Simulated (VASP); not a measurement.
A run of VASP 6.6.1:

Contents of INCAR:

```
ALGO = Normal ; EDIFF = 1E-7
ENCUT = 520 ; GGA = PS
ISIF = 2 ; ISMEAR = 0
LASPH = True ; LCHARG = False
LREAL = False ; LWAVE = False
NBANDS = 15 ; NELM = 80
PREC = Accurate ; SIGMA = 0.05
```

The input KPOINTS:

```
k-points
0
Gamma
  6 6 6
```

The input POSCAR:

```
KBr
1.0
    0.0000000000      3.5559000000      3.4242000000
    3.5559000000      0.0000000000      3.4242000000
    3.5559000000      3.5559000000      0.0000000000
K Br
1 1
Direct
    0.0000000000      0.0000000000      0.0000000000
    0.5000000000      0.5000000000      0.5000000000
```

Potentials or basis: VASP PAW PBE potentials, release 64 (K_sv, Br).

Launch:

```console
$ cat potpaw_PBE.64/K_sv/POTCAR potpaw_PBE.64/Br/POTCAR > POTCAR
$ mpirun -np 1 vasp_std > vasp.out
```

Hardware: 1 thread of Intel(R) Xeon(R) Platinum 8488C (Sapphire Rapids), on a shared host.

How long does it take, and how much memory?

Run time: 32 s on 1 thread of Intel(R) Xeon(R) Platinum 8488C (Sapphire Rapids), with other jobs on the host, peak memory 0.25 GiB. Counts: scf iterations 14, k points 30.
